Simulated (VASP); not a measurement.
Wanted: the native input for a VASP 6.6.1 run.

| Property | Result |
| --- | --- |
| Task | single point |
| Functional | PBEsol |
| Potentials or basis | VASP PAW PBE potentials, release 64 (Ni, Sb) |
| Cutoff | 520 eV |
| k mesh | 12 × 12 × 8 |
| Occupations | gaussian, width 0.1 eV |
| Spin | no spin polarisation |
| Dipole correction | no |
| Further INCAR settings | ALGO = Normal; EDIFF = 1e-06; NBANDS = 23 |

The structure of NiSb lies in POSCAR:

```
NiSb
1.0
    3.9547816357      0.0000000000      0.0000000000
   -1.9773908179      3.4249413630      0.0000000000
    0.0000000000      0.0000000000      5.1204711536
Ni Sb
2 2
Direct
    0.0000000000      0.0000000000      0.0000000000
    0.0000000000      0.0000000000      0.5000000000
    0.3333333333      0.6666666667      0.2500000000
    0.6666666667      0.3333333333      0.7500000000
```

These files were run (other wordings do the same):

INCAR

```
SYSTEM = NiSb
PREC = Accurate
ENCUT = 520
EDIFF = 1E-6
ISMEAR = 0
SIGMA = 0.1
LREAL = .False.
LASPH = .True.
NELM = 80
ALGO = Normal
ISIF = 2
LWAVE = .False.
LCHARG = .False.
GGA = PS
NBANDS = 23
```

KPOINTS

```
Automatic mesh
0
Gamma
  12 12 8
  0 0 0
```

Potentials or basis: VASP PAW PBE potentials, release 64 (Ni, Sb).

Command:

```bash
$ cat potpaw_PBE.64/Ni/POTCAR potpaw_PBE.64/Sb/POTCAR > POTCAR
$ mpirun -np 1 vasp_std > vasp.out
```

Results of the run:

- Pressure: -3.5 GPa
- Band gap on the k mesh: zero (bands 15 and 16 overlap by 3.28 eV)

Caveat: the cell stands under tension; the PAW data sets were made with another functional, which shifts forces and pressure a little; spin-orbit coupling is left out, which moves the levels of the heavy elements.

Wall time 3.8 min on 1 thread of Intel Xeon 8259CL (shared host), peak memory 0.28 GiB.
